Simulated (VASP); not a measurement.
RbAs4:

```
CELL_PARAMETERS angstrom
3.76994 -4.86676 0.00000
3.76994 4.86676 0.00000
0.00000 0.00000 4.51474
ATOMIC_POSITIONS crystal
Rb 0.00000 0.00000 0.00000
As 0.62476 0.37524 0.00000
As 0.37524 0.62476 0.00000
As 0.65806 0.65806 0.50000
As 0.34194 0.34194 0.50000
```

This cell differs from its parent crystal: atoms taken out.

| Item | Value |
| --- | --- |
| Program | VASP 6.6.1 |
| Task | relaxation of cell and atoms |
| Functional | PBE |
| Potentials or basis | VASP PAW PBE potentials, release 64 (Rb_sv, As) |
| Cutoff | 600 eV |
| k mesh | 6 × 6 × 8 |
| Occupations | gaussian, width 0.1 eV |
| Spin | no spin polarisation |

At the start: pressure 0.6 GPa; volume 33.13 Å³/atom.

Question: How do energy, volume and symmetry change on relaxing?

Answer: Over 18 steps the energy falls by 15.8 meV/atom and the volume is 35.24 Å³/atom (+6.3 %); space group Cmmm (No. 65, to 0.1 Å) before and after.

The path:
| step | energy change (eV) | largest force (eV/Å) | pressure (GPa) | volume (Å³) |
| --- | --- | --- | --- | --- |
| 1 | 0.0000 | 0.4099 | 0.63 | 165.67 |
| 2 | -0.0537 | 0.1601 | 0.33 | 168.76 |
| 3 | -0.0582 | 0.2992 | 0.26 | 170.32 |
| 4 | -0.0767 | 0.1189 | -0.05 | 173.21 |
| 5 | -0.0769 | 0.1247 | -0.08 | 173.56 |
| 6 | -0.0769 | 0.1343 | 0.22 | 173.46 |
| 7 | -0.0776 | 0.0483 | 0.07 | 173.51 |
| 8 | -0.0780 | 0.0100 | 0.06 | 173.85 |
| 9 | -0.0780 | 0.0325 | 0.06 | 174.04 |
| 10 | -0.0783 | 0.0322 | 0.04 | 174.34 |
| 11 | -0.0788 | 0.0451 | -0.04 | 175.27 |
| 12 | -0.0788 | 0.0506 | -0.07 | 175.66 |
| 13 | -0.0791 | 0.0188 | 0.01 | 175.88 |
| 14 | -0.0791 | 0.0171 | 0.01 | 175.89 |
| 15 | -0.0791 | 0.0118 | 0.01 | 175.97 |
| 16 | -0.0791 | 0.0100 | 0.02 | 176.04 |
| 17 | -0.0791 | 0.0148 | 0.02 | 176.07 |
| 18 | -0.0792 | 0.0066 | 0.00 | 176.18 |

Final structure:
```
CELL_PARAMETERS angstrom
3.77271 -4.89361 0.00000
3.77271 4.89361 0.00000
0.00000 0.00000 4.77132
ATOMIC_POSITIONS crystal
Rb 0.00000 0.00000 0.00000
As 0.62048 0.37952 0.00000
As 0.37952 0.62048 0.00000
As 0.65474 0.65474 0.50000
As 0.34526 0.34526 0.50000
```

Caveat: the cell differs from its parent crystal (atoms taken out).
